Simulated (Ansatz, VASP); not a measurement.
KBr: VASP beside Ansatz

```
Br K
1.0
     0.00000    3.23263    3.23263
     3.23263    0.00000    3.23263
     3.23263    3.23263    0.00000
Br K
1 1
Direct
  0.50000 0.50000 0.50000
  0.00000 0.00000 0.00000
```

Alike in both runs: task single point; functional r2SCAN; dispersion D3(BJ); k mesh 7 × 7 × 7; occupations fermi-dirac, width 0.05 eV; no spin polarisation.

|  | VASP | Ansatz |
| --- | --- | --- |
| version | VASP 6.6.1 | Ansatz 0.2.0 |
| potentials or method | VASP PAW PBE potentials, release 64 (Br, K_sv) | Ansatz PAW |
| plane-wave cutoff (eV) | 520 | 500 |
| valence electrons in the cell | 16 | 16 |

```csv
,VASP,Ansatz,Ansatz less VASP
gap on the k mesh at the Fermi level (eV),5.26,5.26,-0.002
least direct gap on the mesh (eV),5.26,5.26,-0.002
pressure (GPa),0.7,0.7,-0.01
```

VASP's potentials were made for PBE, not for r2SCAN.

Noted on Ansatz's run: odd divisions of the mesh miss points on the zone boundary, where band edges often lie, so the gap on the mesh can be too wide.
